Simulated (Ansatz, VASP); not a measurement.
Two plane-wave programs on BeS

INCAR

```
SYSTEM = BeS
PREC = Accurate ; ENCUT = 600
EDIFF = 1E-6 ; ISMEAR = 0
SIGMA = 0.01 ; LREAL = .False.
LASPH = .True. ; NELM = 120
ALGO = Normal ; ISIF = 2
LWAVE = .False. ; LCHARG = .True.
GGA = PE ; LELF = .True.
LVHAR = .True. ; NBANDS = 11
GGA_COMPAT = .False.
```

The input KPOINTS:

```
Automatic mesh
0
Gamma
  8 8 8
  0 0 0
```

File POSCAR:

```
BeS
1.0
    0.0000000000      2.4379030772      2.4379030772
    2.4379030772      0.0000000000      2.4379030772
    2.4379030772      2.4379030772      0.0000000000
Be S
1 1
Direct
    0.0000000000      0.0000000000      0.0000000000
    0.2500000000      0.2500000000      0.2500000000
```

Input for Ansatz:

```yaml
crystal:
  lattice:
    - [0.0, 2.4379030772, 2.4379030772]
    - [2.4379030772, 0.0, 2.4379030772]
    - [2.4379030772, 2.4379030772, 0.0]
  atoms:
    - { symbol: Be, position: [0.0, 0.0, 0.0] }
    - { symbol: S, position: [0.25, 0.25, 0.25] }
basis:
  ecutwfc: 420
kpoints:
  mp_grid: { grid: [8, 8, 8] }
  band_path:
    path:
      - [0.0, 0.0, 0.0]
      - [0.0, 0.0, 0.0]
      - [0.0, 0.0, 0.0]
      - [0.0, 0.0, 0.0]
      - [0.0, 0.0, 0.0]
      - [0.0, 0.0, 0.0]
      - [0.0, 0.0, 0.0]
      - [0.0, 0.0, 0.0]
      - [0.0, 0.0, 0.0]
      - [0.0, 0.0, 0.0]
      - [0.0, 0.0, 0.0]
      - [0.0, 0.0, 0.0]
      - [0.0, 0.0, 0.0]
      - [0.0, 0.0, 0.0]
      - [0.0, 0.0, 0.0]
      - [0.0, 0.0, 0.0]
      - [0.0, 0.0, 0.0]
      - [0.0, 0.0, 0.0]
      - [0.0, 0.0, 0.0]
      - [0.0, 0.0, 0.0]
      - [0.0, 0.0, 0.0]
      - [0.0, 0.0, 0.0]
      - [0.0, 0.0, 0.0]
      - [0.0, 0.0, 0.0]
      - [0.0, 0.0, 0.0]
      - [0.0, 0.0, 0.0]
      - [0.3, 0.3, 0.0]
      - [0.3166666667, 0.3166666667, 0.0]
      - [0.3333333333, 0.3333333333, 0.0]
      - [0.35, 0.35, 0.0]
      - [0.3666666667, 0.3666666667, 0.0]
      - [0.3833333333, 0.3833333333, 0.0]
      - [0.4, 0.4, 0.0]
      - [0.4166666667, 0.4166666667, 0.0]
      - [0.4333333333, 0.4333333333, 0.0]
      - [0.45, 0.45, 0.0]
      - [0.4666666667, 0.4666666667, 0.0]
      - [0.4833333333, 0.4833333333, 0.0]
      - [0.5, 0.5, 0.0]
      - [0.5, 0.5, 0.5]
      - [0.5, 0.5, 0.5]
      - [0.5, 0.5, 0.5]
      - [0.5, 0.5, 0.5]
      - [0.5, 0.5, 0.5]
      - [0.5, 0.5, 0.5]
      - [0.5, 0.5, 0.5]
      - [0.5, 0.5, 0.5]
      - [0.5, 0.5, 0.5]
      - [0.5, 0.5, 0.5]
      - [0.5, 0.5, 0.5]
      - [0.5, 0.5, 0.5]
      - [0.5, 0.5, 0.5]
    npoints: 1
hamiltonian:
  xc: pbe
  pseudopotentials: { kind: paw, azcp: { folder: soft_1 } }
scf:
  occupations: { method: fixed }
  n_extra_bands: 5
output:
  eigenvalues: true
```

Alike in both runs: task single point; functional PBE; k mesh 8 × 8 × 8; no spin polarisation.

```csv
,VASP,Ansatz
version,VASP 6.6.1,Ansatz 0.2.0
potentials or method,"VASP PAW PBE potentials, release 64 (Be, S), cutoff 600 eV","scalar-relativistic, plane waves, PAW"
occupations,"gaussian, width 0.01 eV",fixed
valence electrons in the cell,8,8
```

```tsv
	VASP	Ansatz	Ansatz less VASP
gap on the k mesh at the Fermi level (eV)	3.15	3.15	0.000
least direct gap on the mesh (eV)	5.68	5.66	-0.015
```
